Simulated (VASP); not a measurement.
Input of a VASP 6.6.1 run:

INCAR

```
ALGO = Normal
EDIFF = 1E-7
ENCUT = 520
GGA = PE
ISIF = 2
ISMEAR = 0
LASPH = T
LCHARG = T
LELF = T
LREAL = F
LVHAR = T
LWAVE = F
NBANDS = 19
NELM = 80
PREC = Accurate
SIGMA = 0.1
```

KPOINTS

```
k-points
0
Gamma
  18 18 18
```

The input POSCAR:

```
GePt
1.0
    3.1905517609      0.0000000000      0.0000000000
    0.0000000000      3.1905517609      0.0000000000
    0.0000000000      0.0000000000      3.1905517609
Ge Pt
1 1
Direct
    0.5000000000      0.5000000000      0.5000000000
    0.0000000000      0.0000000000      0.0000000000
```

Potentials or basis: VASP PAW PBE potentials, release 64 (Ge_d, Pt).

Command:

```bash
$ cat potpaw_PBE.64/Ge_d/POTCAR potpaw_PBE.64/Pt/POTCAR > POTCAR
$ mpirun -np 1 vasp_std > vasp.out
```

(1) Estimate the band gap on the k mesh.

(2) What does it give for the pressure?

Results:

(1) zero (band 12 reaches 11.96 eV, above the bottom of band 13 at 8.33 eV).

(2) 0.0 GPa.

Caveat: spin-orbit coupling is left out, which moves the levels of the heavy elements.
